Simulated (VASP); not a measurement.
A run of VASP 6.6.1 is set up as follows.

INCAR

```
SYSTEM = Li
PREC = Accurate ; ENCUT = 600
EDIFF = 1E-6 ; ISMEAR = -1
SIGMA = 0.1 ; LREAL = .FALSE.
LASPH = .TRUE. ; NELM = 100
ALGO = Normal ; ISIF = 4
LWAVE = .FALSE. ; LCHARG = .FALSE.
GGA = PE ; IBRION = 2
NSW = 50 ; EDIFFG = -0.005
```

The input KPOINTS:

```
Automatic mesh
0
G
  16 16 15
  0 0 0
```

File POSCAR:

```
Li
1.0
    2.8582096327      0.0000000000      0.0000000000
   -1.4291048163      2.4752821512      0.0000000000
    0.0000000000      0.0000000000      2.6383620147
Li
1
Direct
    0.0000000000      0.0000000000      0.0000000000
```

Potentials or basis: VASP PAW PBE potentials, release 64 (Li_sv).

The run is started by

```sh
$ cat potpaw_PBE.64/Li_sv/POTCAR > POTCAR
$ mpirun -np 1 vasp_std > vasp.out
```

**Question.** Estimate the band gap on the k mesh.

**Answer.** Zero (an odd number of electrons rules out a gap without spin polarisation).

Final structure:
```xyz
1
Lattice="2.8600 0.0000 0.0000 -1.4300 2.4768 0.0000 0.0000 0.0000 2.6350" Properties=species:S:1:pos:R:3 pbc="T T T"
Li    0.0000    0.0000    0.0000
```
